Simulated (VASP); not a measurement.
Wanted: the native input for a VASP 6.6.1 run.

```
Task                   : single point
Functional             : LDA
Potentials or basis    : VASP PAW LDA potentials, release 64 (Cs_sv, Pb_d, Cl)
Cutoff                 : 520 eV
k mesh                 : 4 × 4 × 4
Occupations            : fermi-dirac, width 0.02 eV
Spin                   : no spin polarisation
Dipole correction      : no
Further INCAR settings : ALGO = Normal; EDIFF = 1e-06; NBANDS = 30
```

The structure of CsPbCl3 lies in POSCAR:

```
CsPbCl3
1.0
    5.5287004256      0.0000000000      0.0000000000
    0.0000000000      5.5287004256      0.0000000000
    0.0000000000      0.0000000000      5.5287004256
Cs Pb Cl
1 1 3
Direct
    0.0000000000      0.0000000000      0.0000000000
    0.5000000000      0.5000000000      0.5000000000
    0.5000000000      0.5000000000      0.0000000000
    0.0000000000      0.5000000000      0.5000000000
    0.5000000000      0.0000000000      0.5000000000
```

One way to write it, as run:

INCAR

```
PREC = Accurate
ENCUT = 520
EDIFF = 1E-6
ISMEAR = -1
SIGMA = 0.02
LREAL = F
LASPH = T
NELM = 100
ALGO = Normal
ISIF = 2
LWAVE = F
LCHARG = F
NBANDS = 30
```

KPOINTS

```
regular mesh
0
Gamma
  4 4 4
```

Potentials or basis: VASP PAW LDA potentials, release 64 (Cs_sv, Pb_d, Cl).

Command:

```bash
$ cat potpaw_LDA.64/Cs_sv/POTCAR potpaw_LDA.64/Pb_d/POTCAR potpaw_LDA.64/Cl/POTCAR > POTCAR
$ mpirun -np 1 vasp_std > vasp.out
```

It gave:

```
Pressure               : 0.0 GPa
Band gap on the k mesh : 1.51 eV
```

Caveat: spin-orbit coupling is left out, which moves the levels of the heavy elements.

Run time: 18 s on 1 thread of Intel(R) Xeon(R) 6975P-C (Granite Rapids) (shared host), peak memory 0.23 GiB.
